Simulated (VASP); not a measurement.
Wanted: the native input for a VASP 6.6.1 run.

| Quantity | Value |
| --- | --- |
| Task | single point |
| Functional | r2SCAN |
| Potentials or basis | VASP PAW PBE potentials, release 64 (Cd, Se) |
| Cutoff | 440 eV |
| k mesh | 4 × 4 × 2 |
| Occupations | fermi-dirac, width 0.05 eV |
| Spin | no spin polarisation |
| Dipole correction | no |
| Further INCAR settings | ALGO = Normal; EDIFF = 1e-06; NBANDS = 26 |

System: CdSe.

```xyz
4
Lattice="3.0330 3.0330 0.0000 -3.0330 3.0330 0.0000 0.0000 0.0000 6.1027" Properties=species:S:1:pos:R:3 pbc="T T T"
Cd    0.0000    0.0000    0.0000
Cd    0.0000    3.0330    3.0513
Se    1.5165    1.5165    1.5257
Se   -1.5165    1.5165    4.5770
```

The input as run:

POSCAR

```
CdSe
1.0
    3.0329650000      3.0329650000      0.0000000000
   -3.0329650000      3.0329650000      0.0000000000
    0.0000000000      0.0000000000      6.1026690000
Cd Se
2 2
Direct
    0.0000000000      0.0000000000      0.0000000000
    0.5000000000      0.5000000000      0.5000000000
    0.5000000000      0.0000000000      0.2500000000
    0.0000000000      0.5000000000      0.7500000000
```

INCAR.step1

```
  ALGO = Normal
  EDIFF = 1E-5
  ENCUT = 440
  GGA = PE
  GGA_COMPAT = False
  ISMEAR = -1
  LASPH = True
  LCHARG = False
  LREAL = False
  LWAVE = True
  NBANDS = 26
  NELM = 120
  PREC = Accurate
  SIGMA = 0.05
```

INCAR.step2

```
  ALGO = Normal
  EDIFF = 1E-6
  ENCUT = 440
  GGA_COMPAT = False
  ISIF = 2
  ISMEAR = -1
  ISTART = 1
  LASPH = True
  LCHARG = False
  LMIXTAU = True
  LREAL = False
  LWAVE = False
  METAGGA = R2SCAN
  NBANDS = 26
  NELM = 120
  PREC = Accurate
  SIGMA = 0.05
```

KPOINTS

```
k-points
0
Gamma
  4 4 2
```

Potentials or basis: VASP PAW PBE potentials, release 64 (Cd, Se).

Command:

```sh
$ cat potpaw_PBE.64/Cd/POTCAR potpaw_PBE.64/Se/POTCAR > POTCAR
$ cp INCAR.step1 INCAR
$ mpirun -np 1 vasp_std > vasp.out
$ cp INCAR.step2 INCAR
$ mpirun -np 1 vasp_std > vasp.out
```

Results of the run:

- Pressure: 1.6 GPa
- Band gap on the k mesh: 1.08 eV

Caveat: the k points lie up to 0.51 Å⁻¹ apart; the PAW data sets were made with another functional, which shifts forces and pressure a little.

Wall time 100 s on 1 thread of AMD EPYC 7R43 64-Core Processor (Zen 3), with other jobs on the host, peak memory 0.16 GiB.
